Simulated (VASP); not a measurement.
Crystal: Na4Au.

```
Na Au
1.0
     5.28384    0.00000    0.00000
    -2.64192    4.57594    0.00000
     0.00000    0.00000    8.00663
Na Au
4 1
Direct
  0.33333 0.66667 0.00000
  0.66667 0.33333 0.00000
  0.66667 0.33333 0.64285
  0.66667 0.33333 0.35715
  0.33333 0.66667 0.50000
```

- Program: VASP 6.6.1
- Task: relaxation of cell and atoms
- Functional: PBE
- Potentials or basis: VASP PAW PBE potentials, release 64 (Na_pv, Au)
- Cutoff: 600 eV
- k mesh: 6 × 6 × 2
- Occupations: gaussian, width 0.1 eV
- Spin: no spin polarisation

At the start: pressure 0.3 GPa; volume 38.72 Å³/atom.

Question: How do energy, volume and symmetry change on relaxing?

Answer: Over 10 steps the energy falls by 133.4 meV/atom and the volume is 39.19 Å³/atom (+1.2 %); space group P-6m2 (No. 187, to 0.05 Å).

The path:
```tsv
step	energy change (eV)	largest force (eV/Å)	pressure (GPa)	volume (Å³)
1	0.0000	0.8952	0.35	193.59
2	-0.2639	0.4763	0.17	195.73
3	-0.5974	0.0629	-0.13	199.34
4	-0.6401	0.1827	-0.21	200.22
5	-0.6416	0.2084	-0.22	200.37
6	-0.6533	0.1710	-0.12	197.74
7	-0.6616	0.1003	0.07	193.43
8	-0.6616	0.0931	0.09	193.01
9	-0.6645	0.0646	0.06	194.09
10	-0.6670	0.0181	0.01	195.96
```

Final structure:
```cif
data_structure
_symmetry_space_group_name_H-M 'P 1'
_symmetry_Int_Tables_number 1
_cell_length_a 4.8125
_cell_length_b 4.8125
_cell_length_c 9.7700
_cell_angle_alpha 90.000
_cell_angle_beta 90.000
_cell_angle_gamma 120.000
_cell_volume 195.96
loop_
_atom_site_label
_atom_site_type_symbol
_atom_site_fract_x
_atom_site_fract_y
_atom_site_fract_z
_atom_site_occupancy
Na1 Na 0.33333 0.66667 0.00000 1
Na2 Na 0.66667 0.33333 0.00000 1
Na3 Na 0.66667 0.33333 0.65929 1
Na4 Na 0.66667 0.33333 0.34071 1
Au1 Au 0.33333 0.66667 0.50000 1
```

Caveat: the k points lie up to 0.32 Å⁻¹ apart in the final cell.
